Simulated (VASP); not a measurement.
Here is a VASP 6.6.1 calculation.

The input INCAR:

```
SYSTEM = Ti12S
PREC = Accurate ; ENCUT = 520
EDIFF = 1E-6 ; ISMEAR = 0
SIGMA = 0.1 ; LREAL = .False.
LASPH = .True. ; NELM = 60
ALGO = Normal ; ISIF = 2
LWAVE = .False. ; LCHARG = .True.
LDIPOL = .True. ; IDIPOL = 3
DIPOL = 0.5 0.5 0.322 ; GGA = PE
LELF = .True. ; LVHAR = .True.
LVACPOTAV = .True. ; NBANDS = 87
```

KPOINTS

```
regular mesh
0
Gamma
  5 5 1
  0 0 0
```

POSCAR

```
Ti12S
1.0
    5.8150893847      0.0000000000      0.0000000000
    0.0000000000      5.8150893847      0.0000000000
    0.0000000000      0.0000000000     19.3059825527
Ti S
12 1
Direct
    0.2500000000      0.2500000000      0.2071896620
    0.2500000000      0.7500000000      0.2071896620
    0.7500000000      0.2500000000      0.2071896620
    0.7500000000      0.7500000000      0.2071896620
    0.0000000000      0.0000000000      0.3057583567
    0.0000000000      0.5000000000      0.3057583567
    0.5000000000      0.0000000000      0.3057583567
    0.5000000000      0.5000000000      0.3057583567
    0.2500000000      0.2500000000      0.4043297217
    0.2500000000      0.7500000000      0.4043297217
    0.7500000000      0.2500000000      0.4043297217
    0.7500000000      0.7500000000      0.4043297217
    0.2500000000      0.3333333333      0.5147916765
```

Potentials or basis: VASP PAW PBE potentials, release 64 (Ti_sv, S).

Command:

```sh
$ cat potpaw_PBE.64/Ti_sv/POTCAR potpaw_PBE.64/S/POTCAR > POTCAR
$ mpirun -np 1 vasp_std > vasp.out
```

(1) Predict the band gap on the k mesh.

(2) What does it give for the largest force?

Answers

(1) zero (bands 75 and 76 overlap by 0.20 eV).

(2) 0.801 eV/Å.
